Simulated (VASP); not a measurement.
# ScAl2N3 (P6/mmm) in VASP: further runs

ScAl2N3 is run at these levels: PBE; tasks: single point.

Program: VASP 6.6.1. These are calculated values, not measurements. Logs are shortened: lines on timing, memory, paths and dates and some standing lists are left out, and cuts for length are marked.

## (1) The cell of the first run

Symmetry: P6/mmm, No. 191, hexagonal system. Conventional cell: a = 4.593 Å, b = 4.593 Å, c = 5.263 Å, α = 90.00°, β = 90.00°, γ = 120.00°. Within 3.5 Å of Sc (site symmetry 6/mmm) lie 2 N at 2.63 Å and 6 Al at 2.65 Å. Al (site symmetry -6m2) has 2 N at 2.63 Å and 3 Al at 2.65 Å and 3 Sc at 2.65 Å within 3.5 Å. Within 3.5 Å of N (site symmetry -6m2) lie 2 Al at 2.63 Å and 6 N at 2.65 Å. Within 3.5 Å of N (site symmetry 6/mmm) lie 2 Sc at 2.63 Å and 6 N at 2.65 Å.

The cell was built from a structure type or drawn by symmetry, and may not be a known phase.

## (2) Single point, PBE

The input, INCAR:

```
SYSTEM = ScAl2N3
PREC = Accurate
ENCUT = 520
EDIFF = 1E-6
ISMEAR = 0
SIGMA = 0.1
LREAL = .FALSE.
LASPH = .TRUE.
NELM = 80
ALGO = Normal
ISIF = 2
LWAVE = .FALSE.
LCHARG = .FALSE.
GGA = PE
NBANDS = 25
```

The input, KPOINTS:

```
Automatic mesh
0
G
  6 6 4
  0 0 0
```

The input, POSCAR:

```
ScAl2N3
1.0
    4.5932962900      0.0000000000      0.0000000000
   -2.2966481500      3.9779112800      0.0000000000
    0.0000000000      0.0000000000      5.2631968500
Sc Al N
1 2 3
Direct
    0.0000000000      0.0000000000      0.0000000000
    0.3333333300      0.6666666700      0.0000000000
    0.6666666700      0.3333333300      0.0000000000
    0.3333333300      0.6666666700      0.5000000000
    0.6666666700      0.3333333300      0.5000000000
    0.0000000000      0.0000000000      0.5000000000
```

Potentials or basis: VASP PAW PBE potentials, release 64 (Sc_sv, Al, N).

The run is started by

```
cat potpaw_PBE.64/Sc_sv/POTCAR potpaw_PBE.64/Al/POTCAR potpaw_PBE.64/N/POTCAR > POTCAR
mpirun -np 1 vasp_std > vasp.out
```

OUTCAR:

```text
SYSTEM = ScAl2N3
   PREC = Accurate
   ENCUT = 520
   EDIFF = 1E-6
   ISMEAR = 0
   LREAL = .FALSE.
   LASPH = .TRUE.
   NELM = 80
   ISIF = 2
   GGA = PE

 ion  position               nearest neighbor table
   1  0.000  0.000  0.000-   2 2.65   3 2.65   3 2.65   2 2.65   3 2.65   2 2.65
   2  0.333  0.667  0.000-   3 2.65   1 2.65   3 2.65   1 2.65   1 2.65   3 2.65
   3  0.667  0.333  0.000-   2 2.65   1 2.65   2 2.65   1 2.65   1 2.65   2 2.65
   4  0.333  0.667  0.500-
   5  0.667  0.333  0.500-
   6  0.000  0.000  0.500-

  LATTYP: Found a hexagonal cell.
 ALAT       =     4.5932962900
 C/A-ratio  =     1.1458430978

  Lattice vectors:

 A1 = (   4.5932962900,   0.0000000000,   0.0000000000)
 A2 = (  -2.2966481500,   3.9779112800,   0.0000000000)
 A3 = (   0.0000000000,   0.0000000000,   5.2631968500)

Analysis of symmetry for initial positions (statically):
=====================================================================
 Subroutine PRICEL returns:
 Original cell was already a primitive cell.

 Routine SETGRP: Setting up the symmetry group for a
 hexagonal supercell.

 Subroutine GETGRP returns: Found 24 space group operations
 (whereof 24 operations were pure point group operations)
 out of a pool of 24 trial point group operations.

The static configuration has the point symmetry D_6h.

Analysis of symmetry for dynamics (positions and initial velocities):
=====================================================================
 Subroutine PRICEL returns:
 Original cell was already a primitive cell.

 Routine SETGRP: Setting up the symmetry group for a
 hexagonal supercell.

 Subroutine GETGRP returns: Found 24 space group operations
 (whereof 24 operations were pure point group operations)
 out of a pool of 24 trial point group operations.

The dynamic configuration has the point symmetry D_6h.

 Subroutine INISYM returns: Found 24 space group operations
 (whereof 24 operations are pure point group operations),
 and found     1 'primitive' translations

----------------------------------------------------------------------------------------

                                     Primitive cell

  volume of cell :      96.1677

  direct lattice vectors                    reciprocal lattice vectors
     4.593296290  0.000000000  0.000000000     0.217708577  0.125694106  0.000000000
    -2.296648150  3.977911280  0.000000000     0.000000000  0.251388211  0.000000000
     0.000000000  0.000000000  5.263196850     0.000000000  0.000000000  0.189998594

  length of vectors
     4.593296290  4.593296297  5.263196850     0.251388211  0.251388211  0.189998594

  position of ions in fractional coordinates (direct lattice)
     0.000000000  0.000000000  0.000000000
     0.333333330  0.666666670  0.000000000
     0.666666670  0.333333330  0.000000000
     0.333333330  0.666666670  0.500000000
     0.666666670  0.333333330  0.500000000
     0.000000000  0.000000000  0.500000000

  ion indices of the primitive-cell ions
   primitive index   ion index
                 1           1
                 2           2
                 3           3
                 4           4
                 5           5
                 6           6

----------------------------------------------------------------------------------------

 KPOINTS: Automatic mesh

Automatic generation of k-mesh.
 Grid dimensions read from file:
 generate k-points for:    6    6    4

 Generating k-lattice:

  Cartesian coordinates                     Fractional coordinates (reciprocal lattice)
     0.036284763  0.020949018  0.000000000     0.166666667 -0.000000000  0.000000000
     0.000000000  0.041898035  0.000000000     0.000000000  0.166666667  0.000000000
     0.000000000  0.000000000  0.047499648     0.000000000  0.000000000  0.250000000

  Length of vectors
     0.041898035  0.041898035  0.047499648

  Shift w.r.t. Gamma in fractional coordinates (k-lattice)
     0.000000000  0.000000000  0.000000000

 Subroutine IBZKPT returns following result:
 ===========================================

 Found     21 irreducible k-points:

 Following reciprocal coordinates:
            Coordinates               Weight
  0.000000  0.000000  0.000000      1.000000
  0.166667  0.000000  0.000000      6.000000
  0.333333  0.000000  0.000000      6.000000
  0.500000  0.000000  0.000000      3.000000
  0.166667  0.166667  0.000000      6.000000
  0.333333  0.166667  0.000000     12.000000
[... 13 lines left out ...]
  0.333333  0.166667  0.500000     12.000000
  0.333333  0.333333  0.500000      2.000000
   k-points           NKPTS =     21   k-points in BZ     NKDIM =     21   number of bands    NBANDS=     25
   number of dos      NEDOS =    301   number of ions     NIONS =      6
   total plane-waves  NPLWV =  51840
   dimension x,y,z NGX =    36 NGY =   36 NGZ =   40
   dimension x,y,z NGXF=    72 NGYF=   72 NGZF=   80
   ions per type =               1   2   3
   NGX,Y,Z   is equivalent  to a cutoff of  13.03, 13.03, 12.63 a.u.
   NGXF,Y,Z  is equivalent  to a cutoff of  26.06, 26.06, 25.27 a.u.
 SYSTEM =  ScAl2N3
   PREC   = accura    normal or accurate (medium, high low for compatibility)
   ISTART =      0    job   : 0-new  1-cont  2-samecut
   ICHARG =      2    charge: 1-file 2-atom 10-const
   ISPIN  =      1    spin polarized calculation?
   LNONCOLLINEAR =      F non collinear calculations
   LSORBIT =      F    spin-orbit coupling
   LASPH  =      T    aspherical Exc in radial PAW
   ENCUT  =  520.0 eV  38.22 Ry    6.18 a.u.   8.54  8.54  9.79*2*pi/ulx,y,z
   NELM   =     80;   NELMIN=  2; NELMDL= -5     # of ELM steps
   EDIFF  = 0.1E-05   stopping-criterion for ELM
   LREAL  =      F    real-space projection
   EDIFFG = 0.1E-04   stopping-criterion for IOM
   NSW    =      0    number of steps for IOM
   IBRION =     -1    ionic relax: 0-MD 1-quasi-New 2-CG
   NFREE  =      0    steps in history (QN), initial steepest desc. (CG)
   ISIF   =      2    stress and relaxation
   ISYM   =      2    0-nonsym 1-usesym 2-fastsym
   POTIM  = 0.5000    time-step for ionic-motion
   TEBEG  =    0.0;   TEEND  =   0.0 temperature during run
   PSTRESS=    0.0 pullay stress
   NELECT =      32.0000    total number of electrons
   NUPDOWN=      -1.0000    fix difference up-down
   EMIN   =  10.00;   EMAX   =-10.00  energy-range for DOS
   EFERMI =   0.00;   METHOD = LEGACY
   ISMEAR =     0;   SIGMA  =   0.10  broadening in eV -4-tet -1-fermi 0-gaus
   EFERMI_NEDOS =   21; number of points for ismear=-14 and -15
   IALGO  =     38    algorithm
   IMIX   =      4    mixing-type and parameters
     AMIX     =   0.40;   BMIX     =  1.00
     AMIX_MAG =   1.60;   BMIX_MAG =  1.00
  volume/ion in A,a.u.               =      16.03       108.16
  Fermi-wavevector in a.u.,A,eV,Ry     =   1.134441  2.143782 17.510093  1.286956
  Thomas-Fermi vector in A             =   2.271145
   LORBIT       =      0    0 simple, 1 ext, 2 COOP (PROOUT), +10 PAW based schemes
   GGA     = PE    functional components
   LHFCALC =     F    Hartree Fock is set to
   AEXX    =    0.0000 exact exchange contribution
   IVDW    =     0    specifies the selected vdW correction
   LEPSILON=     F    determine dielectric tensor
   LRPA    =     F    only Hartree local field effects (RPA)
 non-spin polarized calculation
 Gauss-broadening in eV      SIGMA  =   0.10
  energy-cutoff  :      520.00
  volume of cell :       96.17
 maximum number of plane-waves:      2624
 NGX is ok and might be reduce to    36
   NGX = 17   NGY = 17   NGZ = 19

 number of electron      31.9999991 magnetization

 Free energy of the ion-electron system (eV)
  ---------------------------------------------------
  ext. energy  EPLUGINS =         0.00000000
  ---------------------------------------------------
  free energy    TOTEN  =       -26.29316741 eV

  energy without entropy =      -26.27033151  energy(sigma->0) =      -26.28174946

 E-fermi :   3.2510     XC(G=0):  -9.8306

 val. band max:        3.2459253757   @ k =   0.5000   0.0000   0.0000
 cond. band min:       3.2536683136   @ k =   0.1667   0.1667   0.2500
 fundamental gap:      0.0077429379
 Fermi energy:         3.2509590417

 k-point     1 :       0.0000    0.0000    0.0000
  band No.  band energies     occupation
      1     -46.3316      2.00000
      2     -25.0575      2.00000
      3     -25.0575      2.00000
      4     -24.9026      2.00000
      5     -10.4790      2.00000
      6      -7.9703      2.00000
[... 17 lines left out ...]
     24       6.6298      0.00000
     25       6.6298      0.00000

 k-point     2 :       0.1667    0.0000    0.0000
  band No.  band energies     occupation
      1     -46.3315      2.00000
      2     -25.0610      2.00000
      3     -25.0582      2.00000
      4     -24.9023      2.00000
      5     -10.3294      2.00000
      6      -8.1239      2.00000
[... 17 lines left out ...]
     24       6.3223      0.00000
     25       6.7172      0.00000

 k-point     3 :       0.3333    0.0000    0.0000
  band No.  band energies     occupation
      1     -46.3312      2.00000
      2     -25.0680      2.00000
      3     -25.0596      2.00000
      4     -24.9019      2.00000
      5      -9.9045      2.00000
      6      -8.6140      2.00000
[... 17 lines left out ...]
     24       6.3470      0.00000
     25       8.1056      0.00000

 k-point     4 :       0.5000    0.0000    0.0000
  band No.  band energies     occupation
      1     -46.3311      2.00000
      2     -25.0715      2.00000
      3     -25.0603      2.00000
      4     -24.9016      2.00000
      5      -9.2983      2.00000
      6      -9.2647      2.00000
[... 17 lines left out ...]
     24       6.3645      0.00000
     25       8.6666      0.00000

 k-point     5 :       0.1667    0.1667    0.0000
  band No.  band energies     occupation
      1     -46.3313      2.00000
      2     -25.0656      2.00000
      3     -25.0600      2.00000
      4     -24.9020      2.00000
      5     -10.0422      2.00000
      6      -8.3322      2.00000
[... 17 lines left out ...]
     24       6.3187      0.00000
     25       7.9632      0.00000

 k-point     6 :       0.3333    0.1667    0.0000
  band No.  band energies     occupation
      1     -46.3311      2.00000
      2     -25.0696      2.00000
      3     -25.0622      2.00000
      4     -24.9016      2.00000
      5      -9.5190      2.00000
      6      -8.8772      2.00000
[... 17 lines left out ...]
     24       6.3305      0.00000
     25       8.8597      0.00000
[... 309 lines left out ...]
 k-point    18 :       0.5000    0.0000    0.5000
  band No.  band energies     occupation
      1     -46.3311      2.00000
      2     -25.0714      2.00000
      3     -25.0603      2.00000
      4     -24.9040      2.00000
      5      -9.2560      2.00000
      6      -9.1864      2.00000
[... 17 lines left out ...]
     24       7.2462      0.00000
     25       7.9086      0.00000

 k-point    19 :       0.1667    0.1667    0.5000
  band No.  band energies     occupation
      1     -46.3313      2.00000
      2     -25.0655      2.00000
      3     -25.0599      2.00000
      4     -24.9044      2.00000
      5      -9.9623      2.00000
      6      -8.3071      2.00000
[... 17 lines left out ...]
     24       6.6627      0.00000
     25       7.7969      0.00000

 k-point    20 :       0.3333    0.1667    0.5000
  band No.  band energies     occupation
      1     -46.3311      2.00000
      2     -25.0695      2.00000
      3     -25.0621      2.00000
      4     -24.9040      2.00000
      5      -9.4544      2.00000
      6      -8.8249      2.00000
[... 17 lines left out ...]
     24       7.5688      0.00000
     25       7.7087      0.00000

 k-point    21 :       0.3333    0.3333    0.5000
  band No.  band energies     occupation
      1     -46.3310      2.00000
      2     -25.0669      2.00000
      3     -25.0669      2.00000
      4     -24.9039      2.00000
      5      -8.9568      2.00000
      6      -8.9568      2.00000
[... 17 lines left out ...]
     24       7.4765      0.00000
     25       8.5749      0.00000

------------------------ aborting loop because EDIFF is reached ----------------------------------------

  FORCE on cell =-STRESS in cart. coord.  units (eV):
  Direction    XX          YY          ZZ          XY          YZ          ZX
  --------------------------------------------------------------------------------------
  -------------------------------------------------------------------------------------
  Total        3.3375283      3.3375283    -22.2434532     -0.0000000      0.0000000      0.0000000
  in kB       55.6040437     55.6040438   -370.5814080     -0.0000001      0.0000000      0.0000000
  external PRESSURE =     -86.4577735 kB  Pullay stress =       0.0000000 kB

 VOLUME and BASIS-vectors are now :
 -----------------------------------------------------------------------------
  energy-cutoff  :      520.00
  volume of cell :       96.17
      direct lattice vectors                 reciprocal lattice vectors
     4.593296290  0.000000000  0.000000000     0.217708577  0.125694106  0.000000000
    -2.296648150  3.977911280  0.000000000     0.000000000  0.251388211  0.000000000
     0.000000000  0.000000000  5.263196850     0.000000000  0.000000000  0.189998594

 POSITION                                       TOTAL-FORCE (eV/Angst)
 -----------------------------------------------------------------------------------
      0.00000      0.00000      0.00000         0.000000      0.000000     -0.000000
     -0.00000      2.65194      0.00000         0.000000      0.000000     -0.000000
      2.29665      1.32597      0.00000         0.000000      0.000000     -0.000000
     -0.00000      2.65194      2.63160        -0.000000     -0.000000     -0.000000
      2.29665      1.32597      2.63160         0.000000      0.000000      0.000000
      0.00000      0.00000      2.63160         0.000000      0.000000     -0.000000
 -----------------------------------------------------------------------------------
    total drift:                               -0.000000      0.000000      0.000000

  FREE ENERGIE OF THE ION-ELECTRON SYSTEM (eV)
  ---------------------------------------------------
  free  energy   TOTEN  =       -26.2931674112 eV

  energy  without entropy=      -26.2703315062  energy(sigma->0) =      -26.28174946
```

Run time: 100 s. Hardware: 1 thread of Intel Xeon 8259CL, shared host; peak memory 0.24 GiB.

Results:

```
Free energy            : -26.2932 eV
Pressure               : -8.6 GPa
Band gap on the k mesh : zero (bands 16 and 17 overlap by 0.86 eV)
```

Levels at points of the mesh, in eV from the Fermi level:
```
           k point  band 14  band 15  band 16  band 17  band 18  band 19
(0.00, 0.00, 0.00)    -0.92    -0.92    -0.70    -0.36     1.80     1.80
(0.50, 0.00, 0.00)    -0.80    -0.78    -0.21    -0.01     0.49     1.03
(0.00, 0.00, 0.50)    -1.74    -1.74    -1.22    -0.40     1.29     1.93
(0.50, 0.00, 0.50)    -0.83    -0.80    -0.17     0.35     0.68     0.90
```

Caveat: the cell stands under tension.

## (3) Single point, PBE

This run uses another cell than the first one, of 28.32 Å³/atom.

The input, INCAR:

```
PREC = Accurate
ENCUT = 520
EDIFF = 1E-6
ISMEAR = 0
SIGMA = 0.1
LREAL = F
LASPH = T
NELM = 60
ALGO = Normal
ISIF = 2
LWAVE = F
LCHARG = F
GGA = PE
NBANDS = 25
```

The input, KPOINTS:

```
Automatic mesh
0
Gamma
  3 3 6
```

The input, POSCAR:

```
ScAl2N3
1.0
    7.4574371422      0.0000000000      0.0000000000
   -3.7287185711      6.4583300123      0.0000000000
    0.0000000000      0.0000000000      3.5275940286
Sc Al N
1 2 3
Direct
    0.0000000000      0.0000000000      0.0000000000
    0.3333333333      0.6666666667      0.0000000000
    0.6666666667      0.3333333333      0.0000000000
    0.3333333333      0.6666666667      0.5000000000
    0.6666666667      0.3333333333      0.5000000000
    0.0000000000      0.0000000000      0.5000000000
```

Potentials or basis: VASP PAW PBE potentials, release 64 (Sc_sv, Al, N).

The run is started by

```
cat potpaw_PBE.64/Sc_sv/POTCAR potpaw_PBE.64/Al/POTCAR potpaw_PBE.64/N/POTCAR > POTCAR
mpirun -np 1 vasp_std > vasp.out
```

OUTCAR:

```text
PREC = Accurate
   ENCUT = 520
   EDIFF = 1E-6
   ISMEAR = 0
   LREAL = F
   LASPH = T
   NELM = 60
   ISIF = 2
   GGA = PE

 ion  position               nearest neighbor table
   1  0.000  0.000  0.000-   6 1.76   6 1.76
   2  0.333  0.667  0.000-   4 1.76   4 1.76
   3  0.667  0.333  0.000-   5 1.76   5 1.76
   4  0.333  0.667  0.500-   2 1.76   2 1.76
   5  0.667  0.333  0.500-   3 1.76   3 1.76
   6  0.000  0.000  0.500-   1 1.76   1 1.76

  LATTYP: Found a hexagonal cell.
 ALAT       =     7.4574371422
[... 526 lines left out ...]
  -------------------------------------------------------------------------------------
  Total        0.1988960      0.1988960      0.7896371      0.0000000      0.0000000      0.0000000
  in kB        1.8756345      1.8756345      7.4464574      0.0000000      0.0000000      0.0000000
  external PRESSURE =       3.7325754 kB  Pullay stress =       0.0000000 kB

 VOLUME and BASIS-vectors are now :
 -----------------------------------------------------------------------------
  energy-cutoff  :      520.00
  volume of cell :      169.90
      direct lattice vectors                 reciprocal lattice vectors
     7.457437142  0.000000000  0.000000000     0.134094325  0.077419395  0.000000000
    -3.728718571  6.458330012  0.000000000     0.000000000  0.154838789  0.000000000
     0.000000000  0.000000000  3.527594029     0.000000000  0.000000000  0.283479332

 POSITION                                       TOTAL-FORCE (eV/Angst)
 -----------------------------------------------------------------------------------
      0.00000      0.00000      0.00000         0.000000      0.000000      0.000000
     -0.00000      4.30555      0.00000         0.000000     -0.000000      0.000000
      3.72872      2.15278      0.00000        -0.000000      0.000000      0.000000
     -0.00000      4.30555      1.76380         0.000000      0.000000     -0.000000
      3.72872      2.15278      1.76380        -0.000000     -0.000000      0.000000
      0.00000      0.00000      1.76380         0.000000      0.000000      0.000000
 -----------------------------------------------------------------------------------
    total drift:                                0.000000     -0.000000      0.000000

  FREE ENERGIE OF THE ION-ELECTRON SYSTEM (eV)
  ---------------------------------------------------
  free  energy   TOTEN  =       -35.1867060951 eV

  energy  without entropy=      -35.1858332726  energy(sigma->0) =      -35.18626968
```

stdout:

```text
POSCAR found type information on POSCAR ScAlN
 POSCAR found :  3 types and       6 ions
 scaLAPACK will be used
 LDA part: xc-table for (Slater+PW92), standard interpolation
 POSCAR, INCAR and KPOINTS ok, starting setup
 FFT: planning ... GRIDC
 FFT: planning ... GRID_SOFT
 FFT: planning ... GRID
 WAVECAR not read
 entering main loop
```

Wall time 1.8 min (1 thread of Intel Xeon 8259CL, shared host); peak memory 0.3 GiB.

What came out:

```
Free energy            : -35.1867 eV
Pressure               : 0.4 GPa
Band gap on the k mesh : zero (bands 16 and 17 overlap by 0.32 eV)
```

Stress tensor (GPa, compression positive):
```
0.19 0.00 0.00
0.00 0.19 0.00
0.00 0.00 0.74
```
